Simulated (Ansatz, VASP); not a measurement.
One calculation of Cr, two programs

```
Cr
1.0
     4.54090    0.00000    0.00000
     0.00000    4.54090    0.00000
     0.00000    0.00000    4.54090
Cr
8
Cartesian
  2.2705 2.2705 2.2705
  0.0000 0.0000 0.0000
  1.1352 0.0000 2.2705
  2.2705 1.1352 0.0000
  2.2705 3.4057 0.0000
  3.4057 0.0000 2.2705
  0.0000 2.2705 3.4057
  0.0000 2.2705 1.1352
```

Alike in both runs: functional PBE; k mesh 8 × 8 × 8; occupations gaussian, width 0.1 eV; no spin polarisation.

Ansatz relaxed the structure, and its values are those at the end. VASP's run is a single point on that final structure, the one shown.

|  | VASP | Ansatz |
| --- | --- | --- |
| version | VASP 6.6.1 | Ansatz 0.2.0 |
| potentials or method | VASP PAW PBE potentials, release 64 (Cr_pv), cutoff 520 eV | scalar-relativistic, plane waves, PAW |
| valence electrons in the cell | 96 | 112 |

```tsv
	VASP	Ansatz	Ansatz less VASP
gap on the k mesh at the Fermi level (eV)	none	none	-
pressure (GPa)	-0.4	0.0	+0.39
```

A gap of «none» marks a metal or a gap that the smearing closes. With one functional, cell and mesh, what is left measures potentials, basis and numerics. VASP's potentials hold 96 valence electrons a cell and Ansatz's 112, so a difference there can come from the potentials and not from the codes.
